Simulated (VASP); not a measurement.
# CaS (Fm-3m) in VASP: settings compared, part 2 of 2

VASP 6.6.1. The steps go on from the part before.

## (3) Single point, PBE

Contents of INCAR:

```
SYSTEM = CaS
  PREC = Accurate
  ENCUT = 500
  EDIFF = 1E-6
  ISMEAR = 0
  SIGMA = 0.01
  LREAL = .False.
  LASPH = .True.
  NELM = 120
  ALGO = Normal
  ISIF = 2
  LWAVE = .False.
  LCHARG = .False.
  GGA = PE
  NBANDS = 15
  GGA_COMPAT = .False.
```

Contents of KPOINTS:

```
regular mesh
0
Gamma
  4 4 4
  0 0 0
```

Contents of POSCAR:

```
CaS
1.0
    0.0000000000      2.8479357439      2.8479357439
    2.8479357439      0.0000000000      2.8479357439
    2.8479357439      2.8479357439      0.0000000000
Ca S
1 1
Direct
    0.0000000000      0.0000000000      0.0000000000
    0.5000000000      0.5000000000      0.5000000000
```

Potentials or basis: VASP PAW PBE potentials, release 64 (Ca_sv, S).

Started as:

```sh
> cat potpaw_PBE.64/Ca_sv/POTCAR potpaw_PBE.64/S/POTCAR > POTCAR
> mpirun -np 1 vasp_std > vasp.out
```

OUTCAR:

```text
SYSTEM = CaS
   PREC = Accurate
   ENCUT = 500
   EDIFF = 1E-6
   ISMEAR = 0
   LREAL = .False.
   LASPH = .True.
   NELM = 120
   ISIF = 2
   GGA = PE

 ion  position               nearest neighbor table
   1  0.000  0.000  0.000-   2 2.85   2 2.85   2 2.85   2 2.85   2 2.85   2 2.85
   2  0.500  0.500  0.500-   1 2.85   1 2.85   1 2.85   1 2.85   1 2.85   1 2.85

  LATTYP: Found a face centered cubic cell.
 ALAT       =     5.6958714878

  Lattice vectors:

 A1 = (   0.0000000000,   2.8479357439,   2.8479357439)
 A2 = (   2.8479357439,   0.0000000000,   2.8479357439)
 A3 = (   2.8479357439,   2.8479357439,   0.0000000000)

Analysis of symmetry for initial positions (statically):
=====================================================================
 Subroutine PRICEL returns:
 Original cell was already a primitive cell.

 Routine SETGRP: Setting up the symmetry group for a
 face centered cubic supercell.

 Subroutine GETGRP returns: Found 48 space group operations
 (whereof 48 operations were pure point group operations)
 out of a pool of 48 trial point group operations.

The static configuration has the point symmetry O_h .

Analysis of symmetry for dynamics (positions and initial velocities):
=====================================================================
 Subroutine PRICEL returns:
 Original cell was already a primitive cell.

 Routine SETGRP: Setting up the symmetry group for a
 face centered cubic supercell.

 Subroutine GETGRP returns: Found 48 space group operations
 (whereof 48 operations were pure point group operations)
 out of a pool of 48 trial point group operations.

The dynamic configuration has the point symmetry O_h .

 Subroutine INISYM returns: Found 48 space group operations
 (whereof 48 operations are pure point group operations),
 and found     1 'primitive' translations

----------------------------------------------------------------------------------------

                                     Primitive cell

  volume of cell :      46.1977

  direct lattice vectors                    reciprocal lattice vectors
[... 101 lines left out ...]
 non-spin polarized calculation
 Gauss-broadening in eV      SIGMA  =   0.01
  energy-cutoff  :      500.00
  volume of cell :       46.20
 maximum number of plane-waves:      1211
 NGX is ok and might be reduce to    30
   NGX = 15   NGY = 15   NGZ = 15

 number of electron      16.0000004 magnetization

 Free energy of the ion-electron system (eV)
  ---------------------------------------------------
  ext. energy  EPLUGINS =         0.00000000
  ---------------------------------------------------
  free energy    TOTEN  =       -10.35267137 eV

  energy without entropy =      -10.35267137  energy(sigma->0) =      -10.35267137

 E-fermi :   2.7869     XC(G=0):  -9.3103

 val. band max:        2.7346706124   @ k =   0.0000   0.0000   0.0000
 cond. band min:       5.0845997579   @ k =   0.5000   0.5000   0.0000
 fundamental gap:      2.3499291455
 Fermi energy:         2.7868938964

 k-point     1 :       0.0000    0.0000    0.0000
  band No.  band energies     occupation
      1     -36.4781      2.00000
      2     -17.4578      2.00000
      3     -17.4578      2.00000
      4     -17.4578      2.00000
      5      -8.5889      2.00000
      6       2.7347      2.00000
      7       2.7347      2.00000
      8       2.7347      2.00000
      9       6.8753      0.00000
     10       6.8896      0.00000
     11       6.8896      0.00000
     12       6.8896      0.00000
     13       7.4823      0.00000
     14       7.4823      0.00000
[... 113 lines left out ...]
      2     -17.5431      2.00000
      3     -17.5431      2.00000
      4     -17.5163      2.00000
      5      -7.8485      2.00000
      6       0.9532      2.00000
      7       0.9532      2.00000
      8       1.1842      2.00000
      9       7.5526      0.00000
     10       7.5526      0.00000
     11       8.7225      0.00000
     12       9.1502      0.00000
     13       9.5174      0.00000
     14      12.0343      0.00000
     15      12.8204      0.00000

------------------------ aborting loop because EDIFF is reached ----------------------------------------

  FORCE on cell =-STRESS in cart. coord.  units (eV):
  Direction    XX          YY          ZZ          XY          YZ          ZX
  --------------------------------------------------------------------------------------
  -------------------------------------------------------------------------------------
  Total        0.2132608      0.2132608      0.2132608      0.0000000      0.0000000     -0.0000000
  in kB        7.3960710      7.3960710      7.3960710      0.0000000      0.0000000     -0.0000000
  external PRESSURE =       7.3960710 kB  Pullay stress =       0.0000000 kB

 VOLUME and BASIS-vectors are now :
 -----------------------------------------------------------------------------
  energy-cutoff  :      500.00
  volume of cell :       46.20
      direct lattice vectors                 reciprocal lattice vectors
     0.000000000  2.847935744  2.847935744    -0.175565759  0.175565759  0.175565759
     2.847935744  0.000000000  2.847935744     0.175565759 -0.175565759  0.175565759
     2.847935744  2.847935744  0.000000000     0.175565759  0.175565759 -0.175565759

 POSITION                                       TOTAL-FORCE (eV/Angst)
 -----------------------------------------------------------------------------------
      0.00000      0.00000      0.00000        -0.000000     -0.000000     -0.000000
      2.84794      2.84794      2.84794         0.000000      0.000000      0.000000
 -----------------------------------------------------------------------------------
    total drift:                               -0.000000      0.000000      0.000000

  FREE ENERGIE OF THE ION-ELECTRON SYSTEM (eV)
  ---------------------------------------------------
  free  energy   TOTEN  =       -10.3526713720 eV

  energy  without entropy=      -10.3526713720  energy(sigma->0) =      -10.35267137
```

OSZICAR:

```text
N       E                     dE             d eps       ncg     rms          rms(c)
DAV:   1     0.114734013139E+03    0.11473E+03   -0.76280E+03   240   0.987E+02
DAV:   2    -0.563321030647E+01   -0.12037E+03   -0.11080E+03   310   0.253E+02
DAV:   3    -0.104713634286E+02   -0.48382E+01   -0.48118E+01   312   0.498E+01
DAV:   4    -0.106101078017E+02   -0.13874E+00   -0.13866E+00   358   0.754E+00
DAV:   5    -0.106134730329E+02   -0.33652E-02   -0.33651E-02   319   0.101E+00    0.505E+00
DAV:   6    -0.103535963004E+02    0.25988E+00   -0.40976E-01   303   0.326E+00    0.339E+00
DAV:   7    -0.103458327751E+02    0.77635E-02   -0.11228E-01   298   0.206E+00    0.181E+00
DAV:   8    -0.103528024014E+02   -0.69696E-02   -0.20040E-02   296   0.117E+00    0.313E-01
DAV:   9    -0.103523703770E+02    0.43202E-03   -0.10956E-03   282   0.315E-01    0.853E-02
DAV:  10    -0.103526261893E+02   -0.25581E-03   -0.32271E-04   334   0.128E-01    0.297E-02
DAV:  11    -0.103526719190E+02   -0.45730E-04   -0.80712E-05   268   0.744E-02    0.245E-02
DAV:  12    -0.103526713720E+02    0.54701E-06   -0.47860E-06   304   0.150E-02
   1 F= -.10352671E+02 E0= -.10352671E+02  d E =-.378359E-15
```

Wall time 12 s (1 thread of Intel Xeon 8259CL, shared host); peak memory 0.16 GiB.

What came out:

- Free energy: -10.3527 eV
- Pressure: 0.7 GPa
- Band gap on the k mesh: 2.35 eV (least direct gap 3.16 eV)

Caveat: the k points lie up to 0.48 Å⁻¹ apart. Expect the measured gap to be larger: semilocal functionals such as PBE lack the derivative discontinuity.
